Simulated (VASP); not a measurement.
Input of a VASP 6.6.1 run:

File INCAR:

```
SYSTEM = NaTaO
ALGO     = Normal         ! electronic algorithm
EDIFF    = 1E-6           ! SCF threshold, eV
ENCUT    = 600            ! plane-wave cutoff, eV
GGA      = PE             ! functional
GGA_COMPAT= .FALSE.      
ISIF     = 2              ! what is computed and relaxed
ISMEAR   = 0              ! smearing method
LASPH    = .TRUE.         ! aspherical terms in the spheres
LCHARG   = .FALSE.        ! write CHGCAR
LREAL    = .FALSE.        ! projectors in reciprocal space
LWAVE    = .FALSE.        ! write WAVECAR
NBANDS   = 19             ! bands
NELM     = 120            ! most SCF steps
PREC     = Accurate       ! precision mode
SIGMA    = 0.2            ! smearing width, eV
```

File KPOINTS:

```
k-points
0
G
  6 6 5
  0 0 0
```

The input POSCAR:

```
NaTaO
1.0
    3.4496719364      0.0000000000      0.0000000000
   -1.7248359682      2.9875035317      0.0000000000
    0.0000000000      0.0000000000      5.6360214313
Na Ta O
1 1 1
Direct
    0.0000000000      0.0000000000      0.5000000000
    0.6666666667      0.3333333333      0.0000000000
    0.0000000000      0.0000000000      0.0000000000
```

Potentials or basis: VASP PAW PBE potentials, release 64 (Na_pv, Ta_pv, O).

Command:

```sh
$ cat potpaw_PBE.64/Na_pv/POTCAR potpaw_PBE.64/Ta_pv/POTCAR potpaw_PBE.64/O/POTCAR > POTCAR
$ mpirun -np 1 vasp_std > vasp.out
```

(1) Predict the band gap on the k mesh.

(2) What does it give for the pressure?

Results:

(1) zero (bands 12 and 13 overlap by 1.71 eV).

(2) 0.3 GPa.

Caveat: spin-orbit coupling is left out, which moves the levels of the heavy elements.
